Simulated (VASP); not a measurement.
Runs of VASP 6.6.1 on Mg. The structure is that of space group Fm-3m (No. 225), or close to it. The cells are those of the table. 

```tsv
cell	gap on the mesh (eV)	pressure (GPa)
a = 3.206, b = 3.206, c = 3.237 Å, angles 59.7, 59.7, 60.7°, 1 atom	none	(a)
a = 3.158, b = 3.158, c = 3.142 Å, angles 60.2, 60.2, 59.7°, 1 atom	none	0.8
a = 3.142, b = 3.142, c = 3.110 Å, angles 60.3, 60.3, 59.3°, 1 atom	none	(b)
a = 3.174 Å, angles 60.0°, 1 atom	none	0.0
a = 3.190, b = 3.190, c = 3.206 Å, angles 59.8, 59.8, 60.3°, 1 atom	none	-0.8
```

Alike in all rows: task single point; level r2SCAN; potentials or basis VASP PAW PBE potentials, release 64 (Mg); no spin polarisation; k mesh 13 × 13 × 13; cutoff (eV) 520; smearing methfessel-paxton 0.1 eV.

Problem. Fill in the values left out.

Solution. (a) -1.5; (b) 1.7.

Caveats: the PAW data sets were made with another functional, which shifts forces and pressure a little.

A gap of «none» marks levels without a gap at the run's occupations.
